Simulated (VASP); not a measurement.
# Al (P6_3/mmc) in VASP: further runs

The runs below take Al through single point, with PBEsol.

All numbers are computed with VASP 6.6.1; they aren't measurements. Logs are shortened: lines on timing, memory, paths and dates and some standing lists are left out, and cuts for length are marked.

### 1 The cell of the first run

It takes space group P6_3/mmc (No. 194, hexagonal). The conventional cell has a = 2.827 Å, b = 2.827 Å, c = 9.186 Å, α = 90.00°, β = 90.00°, γ = 120.00°. Al (site symmetry -3m) has 12 Al at 2.82 to 2.83 Å within 3.7 Å. Al (site symmetry -6m2) has 12 Al at 2.82 to 2.83 Å within 3.7 Å.

### 2 Single point, PBEsol

The input, INCAR:

```
ALGO = Normal
EDIFF = 1E-6
ENCUT = 520
GGA = PS
ISIF = 2
ISMEAR = 0
LASPH = True
LCHARG = False
LREAL = False
LWAVE = False
NBANDS = 14
NELM = 60
PREC = Accurate
SIGMA = 0.05
```

The input, KPOINTS:

```
k-points
0
Gamma
  10 10 3
```

The input, POSCAR:

```
Al
1.0
    2.8270770000      0.0000000000      0.0000000000
   -1.4135390000      2.4483210000      0.0000000000
    0.0000000000      0.0000000000      9.1859930000
Al
4
Direct
    0.0000000000      0.0000000000      0.0000000000
    0.3333333333      0.6666666667      0.2500000000
    0.0000000000      0.0000000000      0.5000000000
    0.6666666667      0.3333333333      0.7500000000
```

Potentials or basis: VASP PAW PBE potentials, release 64 (Al).

Started as:

```sh
cat potpaw_PBE.64/Al/POTCAR > POTCAR
mpirun -np 1 vasp_std > vasp.out
```

OUTCAR:

```text
EDIFF = 1E-6
   ENCUT = 520
   GGA = PS
   ISIF = 2
   ISMEAR = 0
   LASPH = True
   LREAL = False
   NELM = 60
   PREC = Accurate

 ion  position               nearest neighbor table
   1  0.000  0.000  0.000-   4 2.82   2 2.82   4 2.82   2 2.82   4 2.82   2 2.82
   2  0.333  0.667  0.250-   1 2.82   3 2.82   1 2.82   3 2.82   1 2.82   3 2.82
   3  0.000  0.000  0.500-   4 2.82   2 2.82   4 2.82   2 2.82   4 2.82   2 2.82
   4  0.667  0.333  0.750-   1 2.82   3 2.82   1 2.82   3 2.82   1 2.82   3 2.82

  LATTYP: Found a hexagonal cell.
 ALAT       =     2.8270770000
 C/A-ratio  =     3.2492899910

  Lattice vectors:

 A1 = (   2.8270770000,   0.0000000000,   0.0000000000)
 A2 = (  -1.4135390000,   2.4483210000,   0.0000000000)
 A3 = (   0.0000000000,   0.0000000000,   9.1859930000)

Analysis of symmetry for initial positions (statically):
=====================================================================
 Subroutine PRICEL returns:
 Original cell was already a primitive cell.

 Routine SETGRP: Setting up the symmetry group for a
 hexagonal supercell.

 Subroutine GETGRP returns: Found 24 space group operations
 (whereof 12 operations were pure point group operations)
 out of a pool of 24 trial point group operations.

The static configuration has the point symmetry D_3d.
 The point group associated with its full space group is D_6h.

Analysis of symmetry for dynamics (positions and initial velocities):
=====================================================================
 Subroutine PRICEL returns:
 Original cell was already a primitive cell.

 Routine SETGRP: Setting up the symmetry group for a
 hexagonal supercell.

 Subroutine GETGRP returns: Found 24 space group operations
 (whereof 12 operations were pure point group operations)
 out of a pool of 24 trial point group operations.

The dynamic configuration has the point symmetry D_3d.
 The point group associated with its full space group is D_6h.

 Subroutine INISYM returns: Found 24 space group operations
 (whereof 12 operations are pure point group operations),
 and found     1 'primitive' translations

----------------------------------------------------------------------------------------

                                     Primitive cell

  volume of cell :      63.5817

  direct lattice vectors                    reciprocal lattice vectors
     2.827077000  0.000000000  0.000000000     0.353722237  0.204221659  0.000000000
    -1.413539000  2.448321000  0.000000000     0.000000000  0.408443174  0.000000000
     0.000000000  0.000000000  9.185993000     0.000000000  0.000000000  0.108861394

  length of vectors
     2.827077000  2.827077683  9.185993000     0.408443273  0.408443174  0.108861394

  position of ions in fractional coordinates (direct lattice)
     0.000000000  0.000000000  0.000000000
     0.333333333  0.666666667  0.250000000
     0.000000000  0.000000000  0.500000000
     0.666666667  0.333333333  0.750000000

  ion indices of the primitive-cell ions
   primitive index   ion index
                 1           1
                 2           2
                 3           3
                 4           4

----------------------------------------------------------------------------------------

 KPOINTS: k-points

Automatic generation of k-mesh.
 Grid dimensions read from file:
 generate k-points for:   10   10    3

 Generating k-lattice:

  Cartesian coordinates                     Fractional coordinates (reciprocal lattice)
     0.035372224  0.020422166  0.000000000     0.100000000 -0.000000000  0.000000000
     0.000000000  0.040844317  0.000000000     0.000000000  0.100000000  0.000000000
     0.000000000  0.000000000  0.036287131     0.000000000  0.000000000  0.333333333

  Length of vectors
     0.040844327  0.040844317  0.036287131

  Shift w.r.t. Gamma in fractional coordinates (k-lattice)
     0.000000000  0.000000000  0.000000000

 Subroutine IBZKPT returns following result:
 ===========================================

 Found     28 irreducible k-points:

 Following reciprocal coordinates:
            Coordinates               Weight
  0.000000  0.000000  0.000000      1.000000
  0.100000  0.000000  0.000000      6.000000
  0.200000  0.000000  0.000000      6.000000
  0.300000  0.000000  0.000000      6.000000
  0.400000  0.000000  0.000000      6.000000
  0.500000  0.000000  0.000000      3.000000
[... 16 lines left out ...]
  0.300000  0.100000  0.333333     24.000000
  0.400000  0.100000  0.333333     24.000000
 [... further k-points ...]
   k-points           NKPTS =     28   k-points in BZ     NKDIM =     28   number of bands    NBANDS=     14
   number of dos      NEDOS =    301   number of ions     NIONS =      4
   total plane-waves  NPLWV =  40320
   dimension x,y,z NGX =    24 NGY =   24 NGZ =   70
   dimension x,y,z NGXF=    48 NGYF=   48 NGZF=  140
   ions per type =               4
   NGX,Y,Z   is equivalent  to a cutoff of  14.11, 14.11, 12.67 a.u.
   NGXF,Y,Z  is equivalent  to a cutoff of  28.23, 28.23, 25.34 a.u.
 SYSTEM =  unknown system
   PREC   = accura    normal or accurate (medium, high low for compatibility)
   ISTART =      0    job   : 0-new  1-cont  2-samecut
   ICHARG =      2    charge: 1-file 2-atom 10-const
   ISPIN  =      1    spin polarized calculation?
   LNONCOLLINEAR =      F non collinear calculations
   LSORBIT =      F    spin-orbit coupling
   LASPH  =      T    aspherical Exc in radial PAW
   ENCUT  =  520.0 eV  38.22 Ry    6.18 a.u.   5.26  5.26 17.08*2*pi/ulx,y,z
   NELM   =     60;   NELMIN=  2; NELMDL= -5     # of ELM steps
   EDIFF  = 0.1E-05   stopping-criterion for ELM
   LREAL  =      F    real-space projection
   EDIFFG = 0.1E-04   stopping-criterion for IOM
   NSW    =      0    number of steps for IOM
   IBRION =     -1    ionic relax: 0-MD 1-quasi-New 2-CG
   NFREE  =      0    steps in history (QN), initial steepest desc. (CG)
   ISIF   =      2    stress and relaxation
   ISYM   =      2    0-nonsym 1-usesym 2-fastsym
   POTIM  = 0.5000    time-step for ionic-motion
   TEBEG  =    0.0;   TEEND  =   0.0 temperature during run
   PSTRESS=    0.0 pullay stress
   NELECT =      12.0000    total number of electrons
   NUPDOWN=      -1.0000    fix difference up-down
   EMIN   =  10.00;   EMAX   =-10.00  energy-range for DOS
   EFERMI =   0.00;   METHOD = LEGACY
   ISMEAR =     0;   SIGMA  =   0.05  broadening in eV -4-tet -1-fermi 0-gaus
   EFERMI_NEDOS =   21; number of points for ismear=-14 and -15
   IALGO  =     38    algorithm
   IMIX   =      4    mixing-type and parameters
     AMIX     =   0.40;   BMIX     =  1.00
     AMIX_MAG =   1.60;   BMIX_MAG =  1.00
  volume/ion in A,a.u.               =      15.90       107.27
  Fermi-wavevector in a.u.,A,eV,Ry     =   0.939055  1.774557 11.997958  0.881825
  Thomas-Fermi vector in A             =   2.066329
   LORBIT       =      0    0 simple, 1 ext, 2 COOP (PROOUT), +10 PAW based schemes
   GGA     = PS    functional components
   LHFCALC =     F    Hartree Fock is set to
   AEXX    =    0.0000 exact exchange contribution
   IVDW    =     0    specifies the selected vdW correction
   LEPSILON=     F    determine dielectric tensor
   LRPA    =     F    only Hartree local field effects (RPA)
 non-spin polarized calculation
 Gauss-broadening in eV      SIGMA  =   0.05
  energy-cutoff  :      520.00
  volume of cell :       63.58
 maximum number of plane-waves:      1738
 NGX is ok and might be reduce to    24
   NGX = 11   NGY = 11   NGZ = 35

 number of electron      12.0000000 magnetization

 Free energy of the ion-electron system (eV)
  ---------------------------------------------------
  ext. energy  EPLUGINS =         0.00000000
  ---------------------------------------------------
  free energy    TOTEN  =       -16.34790341 eV

  energy without entropy =      -16.34686387  energy(sigma->0) =      -16.34738364

 E-fermi :   8.3821     XC(G=0): -10.3944

 val. band max:        8.3598683178   @ k =   0.4000   0.2000   0.3333
 cond. band min:       8.4586106585   @ k =   0.4000   0.1000   0.0000
 fundamental gap:      0.0987423407
 Fermi energy:         8.3821006772

 k-point     1 :       0.0000    0.0000    0.0000
  band No.  band energies     occupation
      1      -3.0476      2.00000
      2      -1.3052      2.00000
      3      -1.3048      2.00000
      4       3.6270      2.00000
      5       3.9815      2.00000
      6      11.9465      0.00000
      7      11.9597      0.00000
      8      19.2005      0.00000
      9      19.2005      0.00000
     10      19.3603      0.00000
     11      19.3603      0.00000
     12      20.3215      0.00000
     13      20.3224      0.00000
     14      20.4959      0.00000

 k-point     2 :       0.1000    0.0000    0.0000
  band No.  band energies     occupation
      1      -2.8010      2.00000
      2      -1.0619      2.00000
      3      -1.0613      2.00000
      4       3.8547      2.00000
      5       4.2212      2.00000
      6      12.1319      0.00000
      7      12.1587      0.00000
      8      15.9230      0.00000
      9      17.3147      0.00000
     10      17.3892      0.00000
     11      17.4084      0.00000
     12      18.8485      0.00000
     13      18.8607      0.00000
     14      18.9207      0.00000

 k-point     3 :       0.2000    0.0000    0.0000
  band No.  band energies     occupation
      1      -2.0639      2.00000
      2      -0.3345      2.00000
      3      -0.3335      2.00000
      4       4.5374      2.00000
      5       4.9292      2.00000
      6      11.8383      0.00000
      7      12.5619      0.00000
      8      13.1225      0.00000
      9      13.6786      0.00000
     10      13.9861      0.00000
     11      15.9216      0.00000
     12      17.1477      0.00000
     13      17.4060      0.00000
     14      17.4065      0.00000

 k-point     4 :       0.3000    0.0000    0.0000
  band No.  band energies     occupation
      1      -0.8444      2.00000
      2       0.8681      2.00000
      3       0.8702      2.00000
      4       5.6708      2.00000
      5       6.0328      2.00000
      6       8.7231      0.00000
      7      10.2148      0.00000
      8      10.3140      0.00000
      9      13.8996      0.00000
     10      13.9971      0.00000
     11      14.8311      0.00000
     12      14.8397      0.00000
     13      14.8765      0.00000
     14      16.3649      0.00000

 k-point     5 :       0.4000    0.0000    0.0000
  band No.  band energies     occupation
      1       0.8439      2.00000
      2       2.5265      2.00000
      3       2.5332      2.00000
      4       5.4847      2.00000
      5       6.9772      2.00000
      6       7.1131      2.00000
      7       7.5755      2.00000
      8       8.1367      2.00000
      9      11.8903      0.00000
     10      12.2859      0.00000
     11      14.2511      0.00000
[... 276 lines left out ...]
 k-point    22 :       0.2000    0.1000    0.3333
  band No.  band energies     occupation
      1      -1.1386      2.00000
      2      -0.5635      2.00000
      3       1.7112      2.00000
      4       3.3876      2.00000
      5       7.7475      2.00000
      6      10.1066      0.00000
      7      10.9134      0.00000
      8      11.3968      0.00000
      9      12.9443      0.00000
     10      13.0350      0.00000
     11      13.8636      0.00000
     12      14.8894      0.00000
     13      15.6434      0.00000
     14      16.8074      0.00000

 k-point    23 :       0.3000    0.1000    0.3333
  band No.  band energies     occupation
      1       0.3132      2.00000
      2       0.8816      2.00000
      3       3.1241      2.00000
      4       4.7602      2.00000
      5       7.3580      2.00000
      6       7.8776      2.00000
      7       9.3601      0.00000
      8      10.1139      0.00000
      9      11.4267      0.00000
     10      11.7320      0.00000
     11      12.5152      0.00000
     12      12.9193      0.00000
     13      14.7874      0.00000
     14      15.9870      0.00000

 k-point    24 :       0.4000    0.1000    0.3333
  band No.  band energies     occupation
      1       2.2222      2.00000
      2       2.7780      2.00000
      3       4.5409      2.00000
      4       4.7433      2.00000
      5       5.4251      2.00000
      6       6.5985      2.00000
      7       7.5301      2.00000
      8       9.0026      0.00000
      9      10.8125      0.00000
     10      11.6217      0.00000
     11      12.2633      0.00000
     12      13.2787      0.00000
     13      14.1552      0.00000
     14      14.4714      0.00000

 [... further k-points ...]
[... 5 lines left out ...]
  --------------------------------------------------------------------------------------
  -------------------------------------------------------------------------------------
  Total        0.3592507      0.3592509      1.4460804     -0.0000001      0.0000000      0.0000000
  in kB        9.0526586      9.0526623     36.4393755     -0.0000018      0.0000000      0.0000000
  external PRESSURE =      18.1815655 kB  Pullay stress =       0.0000000 kB

 VOLUME and BASIS-vectors are now :
 -----------------------------------------------------------------------------
  energy-cutoff  :      520.00
  volume of cell :       63.58
      direct lattice vectors                 reciprocal lattice vectors
     2.827077000  0.000000000  0.000000000     0.353722237  0.204221659  0.000000000
    -1.413539000  2.448321000  0.000000000     0.000000000  0.408443174  0.000000000
     0.000000000  0.000000000  9.185993000     0.000000000  0.000000000  0.108861394

 POSITION                                       TOTAL-FORCE (eV/Angst)
 -----------------------------------------------------------------------------------
      0.00000      0.00000      0.00000         0.000000     -0.000000      0.000000
     -0.00000      1.63221      2.29650         0.000000      0.000000      0.000000
      0.00000      0.00000      4.59300         0.000000     -0.000000      0.000000
      1.41354      0.81611      6.88949        -0.000000     -0.000000     -0.000000
 -----------------------------------------------------------------------------------
    total drift:                               -0.000000      0.000000      0.000000

  FREE ENERGIE OF THE ION-ELECTRON SYSTEM (eV)
  ---------------------------------------------------
  free  energy   TOTEN  =       -16.3479034078 eV

  energy  without entropy=      -16.3468638712  energy(sigma->0) =      -16.34738364
```

It took 9.5 s on 1 thread of Intel Xeon 6975P-C (Granite Rapids), shared host; peak memory 0.18 GiB.

What came out:

```yaml
Free_energy: -16.3479 eV
Pressure: 1.8 GPa
Band_gap_on_the_k_mesh: zero (band 6 reaches 12.39 eV, above the bottom of band 7 at 6.96 eV)
```

Caveat: the PAW data sets were made with another functional, which shifts forces and pressure a little.

[end of part 1 of 2]
